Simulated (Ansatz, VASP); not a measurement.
**Two plane-wave programs on Ca**

```
Ca
1.0
     3.75557    0.00000    0.00000
    -1.87779    3.25242    0.00000
     0.00000    0.00000    3.50122
Ca
1
Direct
  0.00000 0.00000 0.00000
```

Alike in both runs: functional PBE; k mesh 18 × 18 × 16; occupations gaussian, width 0.1 eV; no spin polarisation.

Ansatz relaxed the structure, and its values are those at the end. VASP's run is a single point on that final structure, the one shown.

```csv
,VASP,Ansatz
version,VASP 6.6.1,Ansatz 0.2.0
potentials or method,"VASP PAW PBE potentials, release 64 (Ca_sv), cutoff 520 eV","scalar-relativistic, plane waves, PAW"
valence electrons in the cell,10,10
```

```csv
,VASP,Ansatz,Ansatz less VASP
gap on the k mesh at the Fermi level (eV),none,none,-
pressure (GPa),0.0,0.0,0.00
```

A gap of «none» marks a metal or a gap that the smearing closes.
